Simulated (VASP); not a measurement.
# Fe (Im-3m) in VASP: notebook

The runs below take Fe through single point, with PBE.

All numbers are computed with VASP 6.6.1; they aren't measurements. Logs are shortened: lines on timing, memory, paths and dates and some standing lists are left out, and cuts for length are marked.

## (1) The cell of the first run

Symmetry: Im-3m, No. 229, cubic system. The conventional cell has a = 2.832 Å, b = 2.832 Å, c = 2.832 Å, α = 90.00°, β = 90.00°, γ = 90.00°. Within 3.2 Å of Fe (site symmetry m-3m) lie 14 Fe at 2.45 to 2.83 Å.

## (2) Single point, PBE, collinear spin, ferromagnetic start

Contents of INCAR:

```
SYSTEM = Fe
PREC     = Accurate       ! precision mode
ENCUT    = 520            ! plane-wave cutoff, eV
EDIFF    = 1E-6           ! SCF threshold, eV
ISMEAR   = 0              ! smearing method
SIGMA    = 0.1            ! smearing width, eV
LREAL    = .False.        ! projectors in reciprocal space
LASPH    = .True.         ! aspherical terms in the spheres
NELM     = 150            ! most SCF steps
ALGO     = Fast           ! electronic algorithm
ISIF     = 2              ! what is computed and relaxed
LWAVE    = .False.        ! write WAVECAR
LCHARG   = .True.         ! write CHGCAR
ISPIN    = 2              ! spin polarisation
MAGMOM   = 2.44           ! initial moments
LORBIT   = 11             ! projections on sites
LMAXMIX  = 4              ! l up to which the mixer works
GGA      = PE             ! functional
LELF     = .True.         ! ELF
LVHAR    = .True.       
NBANDS   = 14             ! bands
```

Contents of KPOINTS:

```
regular mesh
0
Gamma
  20 20 20
  0 0 0
```

Contents of POSCAR:

```
Fe
1.0
   -1.4157898213      1.4157898213      1.4157898213
    1.4157898213     -1.4157898213      1.4157898213
    1.4157898213      1.4157898213     -1.4157898213
Fe
1
Direct
    0.0000000000      0.0000000000      0.0000000000
```

Potentials or basis: VASP PAW PBE potentials, release 64 (Fe).

Started as:

```console
$ cat potpaw_PBE.64/Fe/POTCAR > POTCAR
$ mpirun -np 1 vasp_std > vasp.out
```

OUTCAR:

```text
SYSTEM = Fe
   PREC = Accurate
   ENCUT = 520
   EDIFF = 1E-6
   ISMEAR = 0
   LREAL = .False.
   LASPH = .True.
   NELM = 150
   ISIF = 2
   ISPIN = 2
   LORBIT = 11
   GGA = PE

 ion  position               nearest neighbor table
   1  0.000  0.000  0.000-

  LATTYP: Found a body centered cubic cell.
 ALAT       =     2.8315796426

  Lattice vectors:

 A1 = (  -1.4157898213,   1.4157898213,   1.4157898213)
 A2 = (   1.4157898213,  -1.4157898213,   1.4157898213)
 A3 = (   1.4157898213,   1.4157898213,  -1.4157898213)

Analysis of symmetry for initial positions (statically):
=====================================================================
 Subroutine PRICEL returns:
 Original cell was already a primitive cell.

 Routine SETGRP: Setting up the symmetry group for a
 body centered cubic supercell.

 Subroutine GETGRP returns: Found 48 space group operations
 (whereof 48 operations were pure point group operations)
 out of a pool of 48 trial point group operations.

The static configuration has the point symmetry O_h .

Analysis of symmetry for dynamics (positions and initial velocities):
=====================================================================
 Subroutine PRICEL returns:
 Original cell was already a primitive cell.

 Routine SETGRP: Setting up the symmetry group for a
 body centered cubic supercell.

 Subroutine GETGRP returns: Found 48 space group operations
 (whereof 48 operations were pure point group operations)
 out of a pool of 48 trial point group operations.

The dynamic configuration has the point symmetry O_h .

Analysis of structural, dynamic, and magnetic symmetry:
=====================================================================
 Subroutine PRICEL returns:
 Original cell was already a primitive cell.

 Routine SETGRP: Setting up the symmetry group for a
 body centered cubic supercell.

 Subroutine GETGRP returns: Found 48 space group operations
 (whereof 48 operations were pure point group operations)
 out of a pool of 48 trial point group operations.

The overall configuration has the point symmetry O_h .

 Subroutine INISYM returns: Found 48 space group operations
 (whereof 48 operations are pure point group operations),
 and found     1 'primitive' translations

----------------------------------------------------------------------------------------

                                     Primitive cell

  volume of cell :      11.3516

  direct lattice vectors                    reciprocal lattice vectors
    -1.415789821  1.415789821  1.415789821     0.000000000  0.353159765  0.353159765
     1.415789821 -1.415789821  1.415789821     0.353159765  0.000000000  0.353159765
     1.415789821  1.415789821 -1.415789821     0.353159765  0.353159765  0.000000000

  length of vectors
[... 117 lines left out ...]
   NGX =  9   NGY =  9   NGZ =  9

 number of electron       8.0000009 magnetization       2.1960695

 Free energy of the ion-electron system (eV)
  ---------------------------------------------------
  ext. energy  EPLUGINS =         0.00000000
  ---------------------------------------------------
  free energy    TOTEN  =        -8.24517784 eV

  energy without entropy =       -8.23985520  energy(sigma->0) =       -8.24251652

 E-fermi :   5.8282     XC(G=0): -13.1216

 val. band max:        5.8266886928   @ k =  -0.4500  -0.4500   0.3000
 cond. band min:       5.8300966810   @ k =  -0.4000   0.5000   0.1500
 fundamental gap:      0.0034079882
 Fermi energy:         5.8282159682

 spin component 1

 k-point     1 :       0.0000    0.0000    0.0000
  band No.  band energies     occupation
      1      -2.6055      1.00000
      2       3.5222      1.00000
      3       3.5222      1.00000
      4       3.5222      1.00000
      5       4.7346      1.00000
      6       4.7346      1.00000
      7      30.8625      0.00000
      8      30.8625      0.00000
      9      30.8625      0.00000
     10      35.9516      0.00000
     11      35.9516      0.00000
     12      38.2553      0.00000
     13      38.2553      0.00000
     14      38.2571      0.00000
[... 379 lines left out ...]
      3       3.2628      1.00000
      4       4.5666      1.00000
      5       4.9337      1.00000
      6       5.5396      0.99998
      7      19.5269      0.00000
      8      24.0107      0.00000
      9      27.4925      0.00000
     10      30.9501      0.00000
     11      35.3611      0.00000
     12      36.8469      0.00000
     13      42.5423      0.00000
     14      44.6183      0.00000

 [... further k-points ...]

 spin component 2

 k-point     1 :       0.0000    0.0000    0.0000
  band No.  band energies     occupation
      1      -2.4381      1.00000
      2       5.4375      1.00000
      3       5.4376      1.00000
      4       5.4376      1.00000
      5       7.4929      0.00000
      6       7.4930      0.00000
      7      30.6101      0.00000
      8      30.6101      0.00000
      9      30.6101      0.00000
     10      36.1468      0.00000
     11      36.1468      0.00000
     12      38.9139      0.00000
     13      38.9162      0.00000
     14      38.9168      0.00000
[... 379 lines left out ...]
      3       4.8782      1.00000
      4       7.0862      0.00000
      5       7.5008      0.00000
      6       7.7501      0.00000
      7      20.2785      0.00000
      8      24.4109      0.00000
      9      28.0613      0.00000
     10      31.1727      0.00000
     11      35.8590      0.00000
     12      37.1806      0.00000
     13      42.7685      0.00000
     14      45.0716      0.00000

 [... further k-points ...]
[... 5 lines left out ...]
  --------------------------------------------------------------------------------------
  -------------------------------------------------------------------------------------
  Total        0.0031299      0.0031299      0.0031299     -0.0000000      0.0000000      0.0000000
  in kB        0.4417575      0.4417575      0.4417575     -0.0000000      0.0000000      0.0000000
  external PRESSURE =       0.4417575 kB  Pullay stress =       0.0000000 kB

 VOLUME and BASIS-vectors are now :
 -----------------------------------------------------------------------------
  energy-cutoff  :      520.00
  volume of cell :       11.35
      direct lattice vectors                 reciprocal lattice vectors
    -1.415789821  1.415789821  1.415789821     0.000000000  0.353159765  0.353159765
     1.415789821 -1.415789821  1.415789821     0.353159765  0.000000000  0.353159765
     1.415789821  1.415789821 -1.415789821     0.353159765  0.353159765  0.000000000

 POSITION                                       TOTAL-FORCE (eV/Angst)
 -----------------------------------------------------------------------------------
      0.00000      0.00000      0.00000        -0.000000      0.000000     -0.000000
 -----------------------------------------------------------------------------------
    total drift:                                0.000000     -0.000000      0.000000

  FREE ENERGIE OF THE ION-ELECTRON SYSTEM (eV)
  ---------------------------------------------------
  free  energy   TOTEN  =        -8.2451778410 eV

  energy  without entropy=       -8.2398551979  energy(sigma->0) =       -8.24251652

 total charge

# of ion       s       p       d       tot
------------------------------------------
    1        0.488   0.543   6.239   7.269

 magnetization (x)

# of ion       s       p       d       tot
------------------------------------------
    1       -0.013  -0.056   2.262   2.193
```

stdout:

```text
POSCAR found type information on POSCAR Fe
 POSCAR found :  1 types and       1 ions
 scaLAPACK will be used
 LDA part: xc-table for (Slater+PW92), standard interpolation
 POSCAR, INCAR and KPOINTS ok, starting setup
 FFT: planning ... GRIDC
 FFT: planning ... GRID_SOFT
 FFT: planning ... GRID
 WAVECAR not read
 entering main loop
WARNING in EDDRMM: call to ZHEGV failed, returncode =   6  3     13
WARNING in EDDRMM: call to ZHEGV failed, returncode =   8  4     12
WARNING in EDDRMM: call to ZHEGV failed, returncode =   8  4     14
WARNING in EDDRMM: call to ZHEGV failed, returncode =   8  4     12
WARNING in EDDRMM: call to ZHEGV failed, returncode =   6  3     14
```

Run time: 40 s. Hardware: 1 thread of AMD EPYC 9R45 (Zen 5), shared host; peak memory 0.14 GiB.

What came out:

| Property | Result |
| --- | --- |
| Free energy | -8.2452 eV |
| Pressure | 0.0 GPa |
| Net moment | 2.20 μB per cell |
| Site moments | Fe +2.19 μB |
| Valence electrons inside the program's atomic spheres | Fe 7.27 |

Levels at points of the mesh, in eV from the Fermi level:
Spin up:
| k point | band 1 | band 2 | band 3 | band 4 | band 5 | band 6 | band 7 | band 8 | band 9 | band 10 |
| --- | --- | --- | --- | --- | --- | --- | --- | --- | --- | --- |
| (0.00, 0.00, 0.00) | -8.43 | -2.31 | -2.31 | -2.31 | -1.09 | -1.09 | 25.03 | 25.03 | 25.03 | 30.12 |
| (0.50, 0.00, 0.00) | -4.92 | -3.39 | -1.03 | -0.90 | 0.39 | 0.52 | 7.36 | 18.38 | 20.24 | 23.51 |
| (0.50, 0.50, 0.50) | -4.85 | -4.85 | 0.11 | 0.11 | 0.11 | 9.94 | 9.94 | 9.94 | 15.66 | 15.66 |
Spin down:
```csv
k point,band 1,band 2,band 3,band 4,band 5,band 6
"(0.00, 0.00, 0.00)",-8.27,-0.39,-0.39,-0.39,1.66,1.66
"(0.50, 0.00, 0.00)",-3.64,-1.67,0.63,1.52,1.92,2.61
"(0.50, 0.50, 0.50)",-3.03,-3.03,2.30,2.30,2.30,10.22
```

## (3) Single point, PBE, collinear spin, ferromagnetic start (volume scaled by 1.03)

Contents of INCAR:

```
SYSTEM = Fe
ALGO     = Normal         ! electronic algorithm
EDIFF    = 1E-6           ! SCF threshold, eV
ENCUT    = 520            ! plane-wave cutoff, eV
GGA      = PE             ! functional
ISIF     = 2              ! what is computed and relaxed
ISMEAR   = 0              ! smearing method
ISPIN    = 2              ! spin polarisation
LASPH    = .True.         ! aspherical terms in the spheres
LCHARG   = .False.        ! write CHGCAR
LMAXMIX  = 4              ! l up to which the mixer works
LORBIT   = 11             ! projections on sites
LREAL    = .False.        ! projectors in reciprocal space
LWAVE    = .False.        ! write WAVECAR
MAGMOM   = 2.44           ! initial moments
NBANDS   = 14             ! bands
NELM     = 150            ! most SCF steps
PREC     = Accurate       ! precision mode
SIGMA    = 0.1            ! smearing width, eV
```

Contents of KPOINTS:

```
k-points
0
Gamma
  20 20 20
  0 0 0
```

Contents of POSCAR:

```
Fe
1.0
   -1.4298084540      1.4298084540      1.4298084540
    1.4298084540     -1.4298084540      1.4298084540
    1.4298084540      1.4298084540     -1.4298084540
Fe
1
Direct
    0.0000000000      0.0000000000      0.0000000000
```

Potentials or basis: VASP PAW PBE potentials, release 64 (Fe).

Started as:

```console
$ cat potpaw_PBE.64/Fe/POTCAR > POTCAR
$ mpirun -np 1 vasp_std > vasp.out
```

OUTCAR:

```text
SYSTEM = Fe
   EDIFF = 1E-6
   ENCUT = 520
   GGA = PE
   ISIF = 2
   ISMEAR = 0
   ISPIN = 2
   LASPH = .True.
   LORBIT = 11
   LREAL = .False.
   NELM = 150
   PREC = Accurate

 ion  position               nearest neighbor table
   1  0.000  0.000  0.000-

  LATTYP: Found a body centered cubic cell.
 ALAT       =     2.8596169080

[... 1017 lines left out ...]
     12      36.3051      0.00000
     13      41.8466      0.00000
     14      44.0674      0.00000

 [... further k-points ...]
[... 5 lines left out ...]
  --------------------------------------------------------------------------------------
  -------------------------------------------------------------------------------------
  Total       -0.3862669     -0.3862669     -0.3862669     -0.0000000     -0.0000000      0.0000000
  in kB      -52.9303163    -52.9303163    -52.9303163     -0.0000000     -0.0000000      0.0000000
  external PRESSURE =     -52.9303163 kB  Pullay stress =       0.0000000 kB

 VOLUME and BASIS-vectors are now :
 -----------------------------------------------------------------------------
  energy-cutoff  :      520.00
  volume of cell :       11.69
      direct lattice vectors                 reciprocal lattice vectors
    -1.429808454  1.429808454  1.429808454     0.000000000  0.349697191  0.349697191
     1.429808454 -1.429808454  1.429808454     0.349697191  0.000000000  0.349697191
     1.429808454  1.429808454 -1.429808454     0.349697191  0.349697191  0.000000000

 POSITION                                       TOTAL-FORCE (eV/Angst)
 -----------------------------------------------------------------------------------
      0.00000      0.00000      0.00000        -0.000000      0.000000      0.000000
 -----------------------------------------------------------------------------------
    total drift:                                0.000000     -0.000000      0.000000

  FREE ENERGIE OF THE ION-ELECTRON SYSTEM (eV)
  ---------------------------------------------------
  free  energy   TOTEN  =        -8.2397790532 eV

  energy  without entropy=       -8.2349065459  energy(sigma->0) =       -8.23734280

 total charge

# of ion       s       p       d       tot
------------------------------------------
    1        0.475   0.516   6.219   7.210

 magnetization (x)

# of ion       s       p       d       tot
------------------------------------------
    1       -0.013  -0.055   2.316   2.247
```

OSZICAR:

```text
N       E                     dE             d eps       ncg     rms          rms(c)
DAV:   1     0.212398162533E+02    0.21240E+02   -0.37962E+03 15646   0.688E+02
DAV:   2    -0.833924229963E+01   -0.29579E+02   -0.27123E+02 15686   0.127E+02
DAV:   3    -0.925837688808E+01   -0.91913E+00   -0.90776E+00 17382   0.231E+01
DAV:   4    -0.926142923908E+01   -0.30524E-02   -0.30521E-02 16610   0.120E+00
DAV:   5    -0.926144393360E+01   -0.14695E-04   -0.14693E-04 17500   0.857E-02    0.110E+01
DAV:   6    -0.833711517886E+01    0.92433E+00   -0.10973E+01 18050   0.379E+01    0.594E+00
DAV:   7    -0.825160683820E+01    0.85508E-01   -0.81292E-01 17720   0.986E+00    0.338E+00
DAV:   8    -0.824637523458E+01    0.52316E-02   -0.10298E-02 17194   0.574E-01    0.143E+00
DAV:   9    -0.823949027612E+01    0.68850E-02   -0.10157E-02 19356   0.540E-01    0.387E-01
DAV:  10    -0.823979506323E+01   -0.30479E-03   -0.17358E-03 16508   0.366E-01    0.112E-01
DAV:  11    -0.823977806547E+01    0.16998E-04   -0.30348E-04 17538   0.153E-01    0.421E-02
DAV:  12    -0.823977905321E+01   -0.98774E-06   -0.65193E-06 17480   0.288E-02
   1 F= -.82397791E+01 E0= -.82373428E+01  d E =-.487251E-02  mag=     2.2462
```

It took 36 s on 1 thread of AMD EPYC 9R45 (Zen 5), shared host; peak memory 0.14 GiB.

Results:

- Free energy: -8.2398 eV
- Pressure: -5.3 GPa
- Net moment: 2.24 μB per cell
- Site moments: Fe +2.25 μB
- Valence electrons inside the program's atomic spheres: Fe 7.21

(Continued in part 2 of 2.)
